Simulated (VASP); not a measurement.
A run of VASP 6.6.1 is set up as follows.

The input INCAR:

```
SYSTEM = LaPd3O
  ALGO = Normal
  EDIFF = 1E-7
  EDIFFG = -0.03
  ENCUT = 520
  GGA = PE
  IBRION = 2
  ISIF = 2
  ISMEAR = -1
  LASPH = .True.
  LCHARG = .False.
  LREAL = .False.
  LWAVE = .False.
  NELM = 100
  NSW = 60
  PREC = Accurate
  SIGMA = 0.1
```

Contents of KPOINTS:

```
k-points
0
Gamma
  8 8 8
  0 0 0
```

The input POSCAR:

```
LaPd3O
1.0
    4.2303590000      0.0000000000      0.0000000000
    0.0000000000      4.2303590000      0.0000000000
    0.0000000000      0.0000000000      4.2303590000
O Pd La
1 3 1
Direct
    0.5000000000      0.5000000000      0.5000000000
    0.0000000000      0.5000000000      0.5000000000
    0.5000000000      0.0000000000      0.5000000000
    0.5000000000      0.5000000000      0.0000000000
    0.0000000000      0.0000000000      0.0000000000
```

Potentials or basis: VASP PAW PBE potentials, release 64 (O, Pd, La).

Run with:

```bash
$ cat potpaw_PBE.64/O/POTCAR potpaw_PBE.64/Pd/POTCAR potpaw_PBE.64/La/POTCAR > POTCAR
$ mpirun -np 1 vasp_std > vasp.out
```

(1) Predict the band gap on the k mesh.

Results:

(1) zero (an odd number of electrons rules out a gap without spin polarisation).

Caveat: the relaxation stopped at its first step, so nothing moved; spin-orbit coupling is left out, which moves the levels of the heavy elements.
